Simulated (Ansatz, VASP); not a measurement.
## TiCo in VASP and in Ansatz

```
Ti Co
1.0
     3.08196    0.00000    0.00000
     0.00000    3.08196    0.00000
     0.00000    0.00000    3.08196
Ti Co
1 1
Cartesian
  0.0000 0.0000 0.0000
  1.5410 1.5410 1.5410
```

Alike in both runs: task single point; functional PBE; k mesh 14 × 14 × 14; occupations gaussian, width 0.1 eV; collinear spin.

|  | VASP | Ansatz |
| --- | --- | --- |
| version | VASP 6.6.1 | Ansatz 0.2.0 |
| potentials or method | VASP PAW PBE potentials, release 64 (Ti_sv, Co), cutoff 520 eV | scalar-relativistic, plane waves, PAW |
| valence electrons in the cell | 21 | 29 |

```tsv
	VASP	Ansatz	Ansatz less VASP
gap on the k mesh at the Fermi level (eV)	none	none	-
pressure (GPa)	-13.1	-12.9	+0.21
net moment per atom (μB)	0.46	0.46	0.000
size of the moment on the site where the two differ most (μB)	1.12	1.15	+0.031
```

Site moments also hang on the region over which each program counts them. A gap of «none» marks a metal or a gap that the smearing closes. With one functional, cell and mesh, what is left measures potentials, basis and numerics. VASP's potentials hold 21 valence electrons a cell and Ansatz's 29, so a difference there can come from the potentials and not from the codes.
